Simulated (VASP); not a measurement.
# Al3In5As8 (P1) in VASP: single point with PBEsol

Aim: the single point of Al3In5As8 with PBEsol.

All numbers are computed with VASP 6.6.1; they aren't measurements. Logs are shortened: lines on timing, memory, paths and dates and some standing lists are left out, and cuts for length are marked.

## Step 1: The cell of the first run

The typed cell holds 64 atoms: a = 11.851 Å, b = 11.851 Å, c = 11.851 Å, α = 90.00°, β = 90.00°, γ = 90.00°.

## Step 2: Single point, PBEsol

Contents of INCAR:

```
  PREC = Accurate
  ENCUT = 500
  EDIFF = 1E-6
  ISMEAR = -1
  SIGMA = 0.05
  LREAL = Auto
  LASPH = True
  NELM = 120
  ALGO = Normal
  ISIF = 2
  LWAVE = False
  LCHARG = False
  GGA = PS
  ISYM = -1
  NBANDS = 266
  GGA_COMPAT = False
```

Contents of KPOINTS:

```
explicit points
1
Reciprocal
  0.25000000   0.25000000   0.25000000 1
```

Contents of POSCAR:

```
Al3In5As8
1.0
   11.8511571929      0.0000000000      0.0000000000
    0.0000000000     11.8511571929      0.0000000000
    0.0000000000      0.0000000000     11.8511571929
Al In As
12 20 32
Direct
    0.9953740000      0.0003630000      0.9991710000
    0.9987280000      0.4952660000      0.4994120000
    0.5023070000      0.0023480000      0.4980210000
    0.2479600000      0.2515930000      0.5031800000
    0.7511530000      0.2468750000      0.4991050000
    0.2441520000      0.4953060000      0.7445650000
    0.7494690000      0.9976350000      0.2520490000
    0.7508710000      0.0038890000      0.7471830000
    0.7518210000      0.5023330000      0.2544850000
    0.9981290000      0.2491560000      0.7450220000
    0.9950390000      0.7492140000      0.2503860000
    0.5044440000      0.7517750000      0.2525740000
    0.9964760000      0.0042880000      0.5001180000
    0.0012670000      0.5002230000      0.9997080000
    0.5053860000      0.9992990000      0.0031510000
    0.4997580000      0.5035640000      0.0022670000
    0.5004650000      0.4983450000      0.4989560000
    0.2449110000      0.2507350000      0.9969940000
    0.2489230000      0.7507610000      0.0018700000
    0.2488760000      0.7490030000      0.4991730000
    0.7557550000      0.2467420000      0.9998980000
    0.7527550000      0.7556580000      0.0076440000
    0.7510840000      0.7530360000      0.4940660000
    0.2496060000      0.9988760000      0.2524010000
    0.2483980000      0.0045400000      0.7484530000
    0.2481840000      0.5024190000      0.2553170000
    0.7543140000      0.4950810000      0.7456400000
    0.9963470000      0.2504660000      0.2538770000
    0.0009760000      0.7498810000      0.7500400000
    0.5038740000      0.2496910000      0.2574780000
    0.5006410000      0.2486930000      0.7436610000
    0.4991110000      0.7519300000      0.7495410000
    0.1160240000      0.1193430000      0.1197520000
    0.1239740000      0.1372680000      0.6235450000
    0.1179750000      0.6312410000      0.1323450000
    0.1221490000      0.6130560000      0.6223920000
    0.6336660000      0.1201330000      0.1331650000
    0.6315220000      0.1200250000      0.6169680000
    0.6271650000      0.6271960000      0.1395300000
    0.6269100000      0.6253750000      0.6235250000
    0.3730980000      0.3731750000      0.1276940000
    0.3637890000      0.3748890000      0.6226580000
    0.3833210000      0.8684820000      0.1316980000
    0.3795150000      0.8829000000      0.6178470000
    0.8695640000      0.3827840000      0.1313640000
    0.8797740000      0.3652980000      0.6158490000
    0.8819800000      0.8843040000      0.1350850000
    0.8696760000      0.8808010000      0.6303020000
    0.3730430000      0.1270750000      0.3895430000
    0.3777610000      0.1249050000      0.8768380000
    0.3834360000      0.6323870000      0.3700280000
    0.3644240000      0.6176760000      0.8660490000
    0.8607010000      0.1235610000      0.3737760000
    0.8815610000      0.1198060000      0.8662400000
    0.8817710000      0.6189930000      0.3712650000
    0.8724210000      0.6257120000      0.8762180000
    0.1255140000      0.3736620000      0.3871230000
    0.1201310000      0.3737830000      0.8610980000
    0.1144440000      0.8684720000      0.3706070000
    0.1196610000      0.8823440000      0.8809620000
    0.6401900000      0.3763070000      0.3788670000
    0.6252630000      0.3733190000      0.8750080000
    0.6190330000      0.8823180000      0.3687260000
    0.6335620000      0.8815470000      0.8693230000
```

Potentials or basis: VASP PAW PBE potentials, release 64 (Al, In_d, As).

Started as:

```bash
cat potpaw_PBE.64/Al/POTCAR potpaw_PBE.64/In_d/POTCAR potpaw_PBE.64/As/POTCAR > POTCAR
mpirun -np 1 vasp_std > vasp.out
```

OUTCAR:

```text
PREC = Accurate
   ENCUT = 500
   EDIFF = 1E-6
   ISMEAR = -1
   LREAL = Auto
   LASPH = True
   NELM = 120
   ISIF = 2
   GGA = PS
   ISYM = -1

 ion  position               nearest neighbor table
   1  0.995  0.000  0.999-  33 2.46  60 2.47  47 2.51  54 2.51
   2  0.999  0.495  0.499-  57 2.47  36 2.49  46 2.50  55 2.53
   3  0.502  0.002  0.498-  44 2.48  49 2.49  38 2.51  63 2.51
   4  0.248  0.252  0.503-  42 2.45  34 2.46  57 2.47  49 2.49
   5  0.751  0.247  0.499-  53 2.46  61 2.47  46 2.49  38 2.49
   6  0.244  0.495  0.745-  42 2.48  36 2.48  58 2.48  52 2.49
[... 56 lines left out ...]
  63  0.619  0.882  0.369-  12 2.48   7 2.48   3 2.51  23 2.65
  64  0.634  0.882  0.869-   8 2.48  15 2.60  22 2.63  32 2.63

IMPORTANT INFORMATION: All symmetrisations will be switched off!
NOSYMM: (Re-)initialisation of all symmetry stuff for point group C_1.

----------------------------------------------------------------------------------------

                                     Primitive cell

  volume of cell :    1664.4942

  direct lattice vectors                    reciprocal lattice vectors
    11.851157193  0.000000000  0.000000000     0.084379946  0.000000000  0.000000000
     0.000000000 11.851157193  0.000000000     0.000000000  0.084379946  0.000000000
     0.000000000  0.000000000 11.851157193     0.000000000  0.000000000  0.084379946

  length of vectors
    11.851157193 11.851157193 11.851157193     0.084379946  0.084379946  0.084379946

  position of ions in fractional coordinates (direct lattice)
     0.995374000  0.000363000  0.999171000
     0.998728000  0.495266000  0.499412000
     0.502307000  0.002348000  0.498021000
     0.247960000  0.251593000  0.503180000
     0.751153000  0.246875000  0.499105000
     0.244152000  0.495306000  0.744565000
[... 56 lines left out ...]
     0.619033000  0.882318000  0.368726000
     0.633562000  0.881547000  0.869323000

  ion indices of the primitive-cell ions
   primitive index   ion index
                 1           1
                 2           2
                 3           3
                 4           4
                 5           5
                 6           6
[... 56 lines left out ...]
                63          63
                64          64

----------------------------------------------------------------------------------------

 KPOINTS: explicit points

Read explicit list of k-points.

 Found      1 k-points:

 Following reciprocal coordinates:
            Coordinates               Weight
  0.250000  0.250000  0.250000      1.000000
   k-points           NKPTS =      1   k-points in BZ     NKDIM =      1   number of bands    NBANDS=    266
   number of dos      NEDOS =    301   number of ions     NIONS =     64
   total plane-waves  NPLWV = 729000
   dimension x,y,z NGX =    90 NGY =   90 NGZ =   90
   dimension x,y,z NGXF=   180 NGYF=  180 NGZF=  180
   ions per type =              12  20  32
   NGX,Y,Z   is equivalent  to a cutoff of  12.63, 12.63, 12.63 a.u.
   NGXF,Y,Z  is equivalent  to a cutoff of  25.25, 25.25, 25.25 a.u.
 SYSTEM =  unknown system
   PREC   = accura    normal or accurate (medium, high low for compatibility)
   ISTART =      0    job   : 0-new  1-cont  2-samecut
   ICHARG =      2    charge: 1-file 2-atom 10-const
   ISPIN  =      1    spin polarized calculation?
   LNONCOLLINEAR =      F non collinear calculations
   LSORBIT =      F    spin-orbit coupling
   LASPH  =      T    aspherical Exc in radial PAW
   ENCUT  =  500.0 eV  36.75 Ry    6.06 a.u.  21.61 21.61 21.61*2*pi/ulx,y,z
   NELM   =    120;   NELMIN=  2; NELMDL= -5     # of ELM steps
   EDIFF  = 0.1E-05   stopping-criterion for ELM
   LREAL  =      T    real-space projection
   EDIFFG = 0.1E-04   stopping-criterion for IOM
   NSW    =      0    number of steps for IOM
   IBRION =     -1    ionic relax: 0-MD 1-quasi-New 2-CG
   NFREE  =      0    steps in history (QN), initial steepest desc. (CG)
   ISIF   =      2    stress and relaxation
   ISYM   =     -1    0-nonsym 1-usesym 2-fastsym
   POTIM  = 0.5000    time-step for ionic-motion
   TEBEG  =    0.0;   TEEND  =   0.0 temperature during run
   PSTRESS=    0.0 pullay stress
   NELECT =     456.0000    total number of electrons
   NUPDOWN=      -1.0000    fix difference up-down
   EMIN   =  10.00;   EMAX   =-10.00  energy-range for DOS
   EFERMI =   0.00;   METHOD = LEGACY
   ISMEAR =    -1;   SIGMA  =   0.05  broadening in eV -4-tet -1-fermi 0-gaus
   EFERMI_NEDOS =   21; number of points for ismear=-14 and -15
   IALGO  =     38    algorithm
   IMIX   =      4    mixing-type and parameters
     AMIX     =   0.40;   BMIX     =  1.00
     AMIX_MAG =   1.60;   BMIX_MAG =  1.00
  volume/ion in A,a.u.               =      26.01       175.51
  Fermi-wavevector in a.u.,A,eV,Ry     =   1.063251  2.009253 15.381415  1.130502
  Thomas-Fermi vector in A             =   2.198729
   LORBIT       =      0    0 simple, 1 ext, 2 COOP (PROOUT), +10 PAW based schemes
   GGA     = PS    functional components
   LHFCALC =     F    Hartree Fock is set to
   AEXX    =    0.0000 exact exchange contribution
   IVDW    =     0    specifies the selected vdW correction
   LEPSILON=     F    determine dielectric tensor
   LRPA    =     F    only Hartree local field effects (RPA)
 non-spin polarized calculation
  energy-cutoff  :      500.00
  volume of cell :     1664.49
 maximum number of plane-waves:     42244
 NGX is ok and might be reduce to    90
   NGX = 43   NGY = 43   NGZ = 43

 number of electron     456.0000046 magnetization

 Free energy of the ion-electron system (eV)
  ---------------------------------------------------
  ext. energy  EPLUGINS =         0.00000000
  ---------------------------------------------------
  free energy    TOTEN  =      -289.84242379 eV

  energy without entropy =     -289.84242149  energy(sigma->0) =     -289.84242264

 E-fermi :   4.6910     XC(G=0):  -9.2284

 val. band max:        3.9653354712   @ k =   0.2500   0.2500   0.2500
 cond. band min:       5.3978742242   @ k =   0.2500   0.2500   0.2500
 fundamental gap:      1.4325387530
 Fermi energy:         4.6910386698

 k-point     1 :       0.2500    0.2500    0.2500
  band No.  band energies     occupation
      1     -10.2471      2.00000
      2     -10.2423      2.00000
      3     -10.2402      2.00000
      4     -10.2307      2.00000
      5     -10.2193      2.00000
      6     -10.2164      2.00000
[... 232 lines left out ...]
    239       6.3419      0.00000
    240       6.3922      0.00000
 [bands above 240 left out]

------------------------ aborting loop because EDIFF is reached ----------------------------------------

  FORCE on cell =-STRESS in cart. coord.  units (eV):
  Direction    XX          YY          ZZ          XY          YZ          ZX
  --------------------------------------------------------------------------------------
  -------------------------------------------------------------------------------------
  Total        1.5743477      1.4315542      1.5728643     -5.3064713     -5.2672197     -5.3030958
  in kB        1.5154058      1.3779584      1.5139780     -5.1078029     -5.0700208     -5.1045537
  external PRESSURE =       1.4691141 kB  Pullay stress =       0.0000000 kB

 VOLUME and BASIS-vectors are now :
 -----------------------------------------------------------------------------
  energy-cutoff  :      500.00
  volume of cell :     1664.49
      direct lattice vectors                 reciprocal lattice vectors
    11.851157193  0.000000000  0.000000000     0.084379946  0.000000000  0.000000000
     0.000000000 11.851157193  0.000000000     0.000000000  0.084379946  0.000000000
     0.000000000  0.000000000 11.851157193     0.000000000  0.000000000  0.084379946

 POSITION                                       TOTAL-FORCE (eV/Angst)
 -----------------------------------------------------------------------------------
     11.79633      0.00430     11.84133        -0.001161     -0.003501      0.009450
     11.83608      5.86948      5.91861         0.007561      0.002843     -0.010520
      5.95292      0.02783      5.90213         0.003967      0.000139     -0.002625
      2.93861      2.98167      5.96327        -0.005364      0.002382     -0.003757
      8.90203      2.92575      5.91497        -0.002648     -0.007689     -0.005249
      2.89348      5.86995      8.82396        -0.006911     -0.004152     -0.006628
[... 56 lines left out ...]
      7.33626     10.45649      4.36983        -0.003664     -0.009351      0.001940
      7.50844     10.44735     10.30248        -0.008415     -0.003774     -0.005181
 -----------------------------------------------------------------------------------
    total drift:                                0.023209      0.025329      0.021346

  FREE ENERGIE OF THE ION-ELECTRON SYSTEM (eV)
  ---------------------------------------------------
  free  energy   TOTEN  =      -289.8424237923 eV

  energy  without entropy=     -289.8424214935  energy(sigma->0) =     -289.84242264
```

Run time: 16 min. Hardware: 1 thread of Intel Xeon Platinum 8259CL at 2.50GHz (Skylake/Cascade Lake), shared host; peak memory 1.4 GiB.

What came out:

| Property | Result |
| --- | --- |
| Free energy | -289.8424 eV |
| Pressure | 0.1 GPa |
| Largest force | 0.023 eV/Å |
| Band gap on the k mesh | 1.43 eV |

Forces on the atoms (eV/Å):
```
Al  -0.001 -0.004  0.009
Al   0.008  0.003 -0.011
Al   0.004  0.000 -0.003
Al  -0.005  0.002 -0.004
Al  -0.003 -0.008 -0.005
Al  -0.007 -0.004 -0.007
Al  -0.001  0.007  0.008
Al   0.000 -0.007 -0.013
Al  -0.007 -0.006 -0.001
Al   0.011 -0.004  0.000
Al   0.000  0.011  0.007
Al   0.000  0.009  0.009
In   0.001 -0.001 -0.007
In   0.000  0.005  0.003
In   0.000 -0.003  0.005
In   0.007  0.005  0.005
In  -0.004  0.009  0.001
In  -0.014 -0.007 -0.003
In  -0.003  0.007  0.010
In  -0.005  0.006 -0.005
In   0.004 -0.001  0.007
In   0.004  0.004 -0.001
In   0.003  0.003  0.006
In   0.003 -0.001  0.000
In   0.008  0.013  0.007
In  -0.004 -0.002  0.008
In   0.002 -0.001 -0.008
In   0.006  0.002 -0.001
In   0.002 -0.001  0.002
In   0.018  0.001  0.008
In  -0.006 -0.005 -0.001
In   0.016  0.003  0.006
As   0.013  0.017  0.006
As   0.003 -0.021 -0.003
As   0.004 -0.002 -0.007
As  -0.008  0.016 -0.001
As  -0.010  0.009 -0.014
As   0.002  0.006  0.008
As   0.004 -0.013 -0.009
As  -0.001 -0.008  0.004
As  -0.004 -0.001 -0.001
As   0.014  0.004  0.007
As  -0.011  0.010 -0.011
As  -0.010  0.000 -0.002
As   0.004 -0.003 -0.008
As  -0.014  0.006  0.017
As  -0.006 -0.009 -0.012
As   0.007 -0.015 -0.013
As  -0.013 -0.003 -0.007
As   0.000 -0.001  0.003
As   0.006 -0.005  0.001
As  -0.001  0.002 -0.001
As  -0.002 -0.004  0.003
As  -0.007  0.010  0.001
As   0.000  0.001  0.005
As   0.001 -0.007  0.004
As   0.008 -0.006 -0.021
As   0.000 -0.001  0.015
As   0.003  0.002  0.020
As   0.002 -0.008 -0.008
As  -0.012  0.002 -0.002
As   0.004 -0.003 -0.002
As  -0.004 -0.009  0.002
As  -0.008 -0.004 -0.005
```

Stress tensor (GPa, compression positive):
```
 0.15 -0.51 -0.51
-0.51  0.14 -0.51
-0.51 -0.51  0.15
```

Levels at points of the mesh, in eV from the valence-band top:
| k point | band 225 | band 226 | band 227 | band 228 | band 229 | band 230 | band 231 | band 232 |
| --- | --- | --- | --- | --- | --- | --- | --- | --- |
| (0.25, 0.25, 0.25) | -0.39 | -0.35 | -0.04 | 0.00 | 1.43 | 1.62 | 1.83 | 1.85 |

Caveat: the PAW data sets were made with another functional, which shifts forces and pressure a little; spin-orbit coupling is left out, which moves the levels of the heavy elements; a shifted mesh leaves out Γ, where band edges can lie. A k mesh can miss the band edges.
